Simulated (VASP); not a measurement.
Ir: single point with PBE

Ir, a slab with vacuum:

```
Ir
1.0
     2.73697    0.00000    0.00000
    -1.36848    2.37028    0.00000
     0.00000    0.00000   23.93890
Ir
5
Direct
  0.66667 0.33333 0.31556
  0.33333 0.66667 0.40689
  0.00000 0.00000 0.50000
  0.66667 0.33333 0.59311
  0.33333 0.66667 0.68444
```

```json
{
  "Program": "VASP 6.6.1",
  "Task": "single point",
  "Functional": "PBE",
  "Potentials or basis": "VASP PAW PBE potentials, release 64 (Ir)",
  "Cutoff": "520 eV",
  "k mesh": "15 × 15 × 1",
  "Occupations": "gaussian, width 0.1 eV",
  "Spin": "no spin polarisation"
}
```

```yaml
Largest_force: 0.029 eV/Å
```

Forces on the atoms (eV/Å):
```
Ir   0.000  0.000 -0.029
Ir   0.000  0.000  0.000
Ir   0.000  0.000  0.000
Ir   0.000  0.000  0.000
Ir   0.000  0.000  0.029
```

Levels at points of the mesh, in eV from the Fermi level:
```csv
k point,band 19,band 20,band 21,band 22,band 23,band 24,band 25,band 26
"(0.00, 0.00, 0.00)",-2.55,-1.16,-1.16,-1.08,-1.08,-0.52,-0.52,-0.38
```

It took 7.6 min on 1 thread of AMD EPYC 7R13 (shared host), peak memory 0.27 GiB.

Caveat: spin-orbit coupling is left out, which moves the levels of the heavy elements.
